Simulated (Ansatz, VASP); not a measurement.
## KCdCO3F: VASP beside Ansatz

```
K Cd C O F
1.0
     5.13379    0.00000    0.00000
    -2.56689    4.44599    0.00000
     0.00000    0.00000    4.48717
K Cd C O F
1 1 1 3 1
Direct
  0.00000 0.00000 0.00000
  0.66667 0.33333 0.50000
  0.33333 0.66667 0.50000
  0.18790 0.37581 0.50000
  0.18790 0.81210 0.50000
  0.62419 0.81210 0.50000
  0.66667 0.33333 0.00000
```

Alike in both runs: functional PBE; k mesh 6 × 6 × 6; occupations gaussian, width 0.02 eV; no spin polarisation.

Ansatz relaxed the structure, and its values are those at the end. VASP's run is a single point on that final structure, the one shown.

```csv
,VASP,Ansatz
version,VASP 6.6.1,Ansatz 0.2.0
potentials or method,"VASP PAW PBE potentials, release 64 (K_sv, Cd, C, O, F), cutoff 520 eV","scalar-relativistic, plane waves, PAW"
valence electrons in the cell,50,58
```

Ansatz gave:

```
gap on the k mesh at the Fermi level (eV) : 1.78
least direct gap on the mesh (eV)         : 1.78
pressure (GPa)                            : 0.0
rms of the force components (eV/Å)        : 0.000
```

What did VASP give for the same quantities?

gap on the k mesh at the Fermi level (eV): 1.75; least direct gap on the mesh (eV): 1.75; pressure (GPa): 0.7; rms of the force components (eV/Å): 0.098.

The functional is the same, so the differences come from potentials, cutoffs and numerics. VASP's potentials hold 50 valence electrons a cell and Ansatz's 58, so a difference there can come from the potentials and not from the codes.
